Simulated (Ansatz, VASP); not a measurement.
## Two plane-wave programs on Ir

The input INCAR:

```
ALGO     = Normal         # electronic algorithm
EDIFF    = 1E-6           # SCF threshold, eV
ENCUT    = 560            # plane-wave cutoff, eV
GGA_COMPAT= False        
ISIF     = 2              # what is computed and relaxed
ISMEAR   = 0              # smearing method
LASPH    = True           # aspherical terms in the spheres
LCHARG   = True           # write CHGCAR
LELF     = True           # ELF
LREAL    = False          # projectors in reciprocal space
LVHAR    = True         
LWAVE    = False          # write WAVECAR
NBANDS   = 14             # bands
NELM     = 120            # most SCF steps
PREC     = Accurate       # precision mode
SIGMA    = 0.15           # smearing width, eV
```

KPOINTS

```
k-points
0
Gamma
  22 22 22
```

The input POSCAR:

```
Ir
1.0
    0.0000000000      1.9880447558      1.7035555512
    1.9880447558      0.0000000000      1.7035555512
    1.9880447558      1.9880447558      0.0000000000
Ir
1
Direct
    0.0000000000      0.0000000000      0.0000000000
```

Input for Ansatz:

```yaml
crystal:
  lattice:
    - [0.0, 1.9880447558, 1.7035555512]
    - [1.9880447558, 0.0, 1.7035555512]
    - [1.9880447558, 1.9880447558, 0.0]
  atoms:
    - { symbol: Ir, position: [0.0, 0.0, 0.0] }
basis:
  ecutwfc: 420
kpoints:
  mp_grid: { grid: [22, 22, 22] }
hamiltonian:
  xc: lda
  pseudopotentials: { kind: paw, azcp: { folder: soft_1 } }
scf:
  occupations: { method: gaussian, width: 0.15 }
output:
  forces: true
  stress: true
  eigenvalues: true
```

Alike in both runs: task single point; functional LDA; k mesh 22 × 22 × 22; occupations gaussian, width 0.15 eV; no spin polarisation.

|  | VASP | Ansatz |
| --- | --- | --- |
| version | VASP 6.6.1 | Ansatz 0.2.0 |
| potentials or method | VASP PAW LDA potentials, release 64 (Ir_sv_GW), cutoff 560 eV | scalar-relativistic, plane waves, PAW |
| valence electrons in the cell | 17 | 17 |

Ansatz gave:

| Item | Value |
| --- | --- |
| gap on the k mesh at the Fermi level (eV) | none |
| pressure (GPa) | 16.8 |
| traceless stress, the component that is largest in VASP (GPa) | 34.87 |

**Question.** What did VASP give for the same quantities?

**Answer.** gap on the k mesh at the Fermi level (eV): none; pressure (GPa): 16.5; traceless stress, the component that is largest in VASP (GPa): 34.67.

Ansatz warns that its potentials were made for another functional, while VASP's fit it. LDA's correlation is that of Perdew and Zunger in VASP and of Perdew and Wang (1992) in Ansatz. A gap of «none» marks a metal or a gap that the smearing closes.

Spin-orbit coupling is off throughout.
